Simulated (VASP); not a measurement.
# RbBr: single point with r2SCAN

Crystal: RbBr.

```
CELL_PARAMETERS angstrom
-0.05882 3.86950 3.86950
3.86950 -0.05882 3.86950
3.81068 3.81068 0.00000
ATOMIC_POSITIONS crystal
Rb 0.99660 0.99660 0.00340
Br 0.25340 0.25340 0.24660
```

This cell differs from its parent crystal: shear xy strain -3.0%.

```json
{
  "Program": "VASP 6.6.1",
  "Task": "single point",
  "Functional": "r2SCAN",
  "Potentials or basis": "VASP PAW PBE potentials, release 64 (Rb_sv, Br)",
  "Cutoff": "520 eV",
  "k mesh": "6 × 6 × 6",
  "Occupations": "gaussian, width 0.01 eV",
  "Spin": "no spin polarisation",
  "Dipole correction": "no",
  "Further INCAR settings": "ALGO = Normal; EDIFF = 1e-07; NBANDS = 15"
}
```

| Item | Value |
| --- | --- |
| Pressure | 0.0 GPa |
| Band gap on the k mesh | 4.63 eV, indirect (least direct gap 4.71 eV) |

Forces on the atoms (eV/Å):
```
Rb   0.000  0.000 -0.002
Br   0.000  0.000  0.002
```

Stress tensor (GPa, compression positive):
```
0.01 0.06 0.00
0.06 0.01 0.00
0.00 0.00 0.00
```

Levels at points of the mesh, in eV from the valence-band top:
| k point | band 4 | band 5 | band 6 | band 7 | band 8 | band 9 | band 10 | band 11 | band 12 | band 13 |
| --- | --- | --- | --- | --- | --- | --- | --- | --- | --- | --- |
| (0.00, 0.00, 0.00) | -8.94 | -8.94 | -0.12 | -0.10 | -0.08 | 4.63 | 8.87 | 8.88 | 9.80 | 9.83 |
| (0.50, 0.00, 0.00) | -8.95 | -8.88 | -0.31 | -0.05 | -0.04 | 6.90 | 6.92 | 8.36 | 8.58 | 9.89 |
| (0.50, 0.50, 0.00) | -8.97 | -8.85 | -0.39 | -0.03 | 0.00 | 6.38 | 7.27 | 9.36 | 9.75 | 9.78 |
| (0.00, 0.00, 0.50) | -8.95 | -8.90 | -0.29 | -0.07 | -0.06 | 6.94 | 6.98 | 8.34 | 8.56 | 9.96 |
| (0.50, 0.00, 0.50) | -8.97 | -8.85 | -0.39 | -0.02 | -0.02 | 6.38 | 7.27 | 9.36 | 9.71 | 9.79 |

It took 10 min on 1 thread of Intel(R) Xeon(R) Platinum 8259CL CPU @ 2.50GHz (Skylake/Cascade Lake), with other jobs on the host, peak memory 0.32 GiB.

Caveat: the cell differs from its parent crystal (shear xy strain -3.0%); the PAW data sets were made with another functional, which shifts forces and pressure a little. A k mesh can miss the band edges.
